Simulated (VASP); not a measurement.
Wanted: the native input for a VASP 6.6.1 run.

| Quantity | Value |
| --- | --- |
| Task | single point |
| Functional | PBE |
| Potentials or basis | VASP PAW PBE potentials, release 64 (Al, Pd) |
| Cutoff | 520 eV |
| k mesh | 6 × 6 × 6 |
| Occupations | gaussian, width 0.1 eV |
| Spin | no spin polarisation |
| Dipole correction | no |
| Further INCAR settings | ALGO = Normal; EDIFF = 1e-06; NBANDS = 18 |

The structure of Al3Pd lies in POSCAR:

```
Al3Pd
1.0
   -2.3261966500      2.4790210700      2.9627647800
    2.3261966500     -2.4790210700      2.9627647800
    2.3261966500      2.4790210700     -2.9627647800
Al Pd
3 1
Direct
    0.0000000000      0.0000000000      0.0000000000
    0.6665428900      0.6665428900      0.0000000000
    0.3334571100      0.3334571100      0.0000000000
    0.5000000000      0.0000000000      0.5000000000
```

The cell was built from a structure type or drawn by symmetry, and may not be a known phase.

The input as run:

INCAR

```
SYSTEM = Al3Pd
PREC = Accurate ; ENCUT = 520
EDIFF = 1E-6 ; ISMEAR = 0
SIGMA = 0.1 ; LREAL = .FALSE.
LASPH = .TRUE. ; NELM = 80
ALGO = Normal ; ISIF = 2
LWAVE = .FALSE. ; LCHARG = .FALSE.
GGA = PE ; NBANDS = 18
```

KPOINTS

```
regular mesh
0
G
  6 6 6
  0 0 0
```

Potentials or basis: VASP PAW PBE potentials, release 64 (Al, Pd).

Run with:

```bash
$ cat potpaw_PBE.64/Al/POTCAR potpaw_PBE.64/Pd/POTCAR > POTCAR
$ mpirun -np 1 vasp_std > vasp.out
```

Results of the run:

```
Pressure               : 41.9 GPa
Largest force          : 0.744 eV/Å
Band gap on the k mesh : zero (an odd number of electrons rules out a gap without spin polarisation)
```

Caveat: the cell stands under pressure.

Wall time 25 s on 1 thread of Intel(R) Xeon(R) Platinum 8488C (Sapphire Rapids), with other jobs on the host, peak memory 0.23 GiB.
